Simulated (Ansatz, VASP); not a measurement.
# One calculation of V, two programs

INCAR

```
PREC = Accurate
ENCUT = 520
EDIFF = 1E-6
ISMEAR = -1
SIGMA = 0.03
LREAL = F
LASPH = T
NELM = 150
ALGO = Normal
ISIF = 2
LWAVE = F
LCHARG = F
ISPIN = 2
MAGMOM = 1.5
LORBIT = 11
LMAXMIX = 4
GGA = PE
NBANDS = 16
```

The input KPOINTS:

```
regular mesh
0
Gamma
  19 19 19
```

Contents of POSCAR:

```
V
1.0
   -1.4827400000      1.5130000000      1.5130000000
    1.5130000000     -1.4827400000      1.5130000000
    1.5130000000      1.5130000000     -1.4827400000
V
1
Direct
    0.0000000000      0.0000000000      0.0000000000
```

Input for Ansatz:

```yaml
crystal:
  lattice:
    - [-1.48274, 1.513, 1.513]
    - [1.513, -1.48274, 1.513]
    - [1.513, 1.513, -1.48274]
  atoms:
    - { symbol: V, position: [0.0, 0.0, 0.0], spin: 1.5 }
magnetization:
  spin_polarized: true
kpoints:
  mp_grid: { grid: [19, 19, 19] }
  band_path:
    path:
      - [0.0, 0.0, 0.0]
      - [0.0, 0.0, 0.5]
      - [-0.5, 0.5, 0.5]
      - [-0.7448729721, 0.2551270279, 0.2551270279]
      - [0.2551270279, 0.2551270279, 0.2551270279]
      - [0.0, 0.0, 0.0]
      - [-0.5, 0.0, 0.5]
    npoints: 5
scf:
  occupations: { method: fermi_dirac, width: 0.03 }
hamiltonian:
  xc: pbe
  pseudopotentials: { kind: all_electron, lapw: { basis_error: 0.001 } }
output:
  forces: true
  stress: true
  eigenvalues: true
```

Change from the starting cell: equal xy, yz and zx shear strains of +2 %.

Alike in both runs: task single point; functional PBE; k mesh 19 × 19 × 19; occupations fermi-dirac, width 0.03 eV; collinear spin.

|  | VASP | Ansatz |
| --- | --- | --- |
| version | VASP 6.6.1 | Ansatz 0.2.0 |
| potentials or method | VASP PAW PBE potentials, release 64 (V_sv), cutoff 520 eV | all-electron LAPW, scalar-relativistic |

```tsv
	VASP	Ansatz	Ansatz less VASP
pressure (GPa)	-4.8	-5.1	-0.25
traceless stress, the component that is largest in VASP (GPa)	-0.60	-0.60	-0.002
net moment per atom (μB)	0.00	0.00	-0.001
```

Ansatz ran all-electron here, and VASP with PAW potentials. Ansatz's warnings: seeded moment not kept.
